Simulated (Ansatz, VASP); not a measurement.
CdTe: VASP beside Ansatz

Contents of INCAR:

```
SYSTEM = CdTe
  ALGO = Normal
  EDIFF = 1E-6
  ENCUT = 520
  GGA = PS
  ISIF = 2
  ISMEAR = 1
  ISPIN = 2
  IVDW = 13
  LASPH = .True.
  LCHARG = .True.
  LELF = .True.
  LORBIT = 11
  LREAL = .False.
  LVHAR = .True.
  LWAVE = .False.
  MAGMOM = 1 0
  NBANDS = 20
  NELM = 150
  NUPDOWN = 1.0
  PREC = Accurate
  SIGMA = 0.01
```

KPOINTS

```
k-points
0
Gamma
  7 7 7
  0 0 0
```

POSCAR

```
CdTe
1.0
    0.0000000000      3.2471758892      3.2471758892
    3.2471758892      0.0000000000      3.2471758892
    3.2471758892      3.2471758892      0.0000000000
Te Cd
1 1
Direct
    0.7500000000      0.7500000000      0.7500000000
    0.0000000000      0.0000000000      0.0000000000
```

input.yaml

```yaml
crystal:
  lattice:
    - [0.0, 3.2471758892, 3.2471758892]
    - [3.2471758892, 0.0, 3.2471758892]
    - [3.2471758892, 3.2471758892, 0.0]
  atoms:
    - { symbol: Te, position: [0.75, 0.75, 0.75], spin: 1.0 }
    - { symbol: Cd, position: [0.0, 0.0, 0.0] }
kpoints:
  mp_grid: { grid: [7, 7, 7] }
scf:
  occupations: { method: methfessel_paxton, width: 0.01 }
hamiltonian:
  xc: pbesol
  dispersion: d4
  pseudopotentials: { kind: all_electron, lapw: { basis_error: 0.0005 } }
magnetization:
  spin_polarized: true
  initial_magnetization: 1.0
  spin_locking: { lock_magnetization: hard }
output:
  forces: true
  stress: true
  eigenvalues: true
```

Change from the starting cell: volume scaled by 1.04.

Alike in both runs: task single point; functional PBEsol; dispersion D4; k mesh 7 × 7 × 7; occupations methfessel-paxton of order 1, width 0.01 eV; collinear spin; fixed moment 1 μB.

|  | VASP | Ansatz |
| --- | --- | --- |
| version | VASP 6.6.1 | Ansatz 0.2.0 |
| potentials or method | VASP PAW PBE potentials, release 64 (Te, Cd), cutoff 520 eV | all-electron LAPW, scalar-relativistic |

VASP gave:

| Property | Result |
| --- | --- |
| pressure (GPa) | 2.2 |
| size of the moment on the site where the two differ most (μB) | 0.35 |

Which values does Ansatz return?

Pressure (GPa): 2.1; size of the moment on the site where the two differ most (μB): 0.42.

VASP's potentials were made for PBE, not for PBEsol. Site moments also hang on the region over which each program counts them. Ansatz ran all-electron here, and VASP with PAW potentials.

Spin-orbit coupling is off throughout.
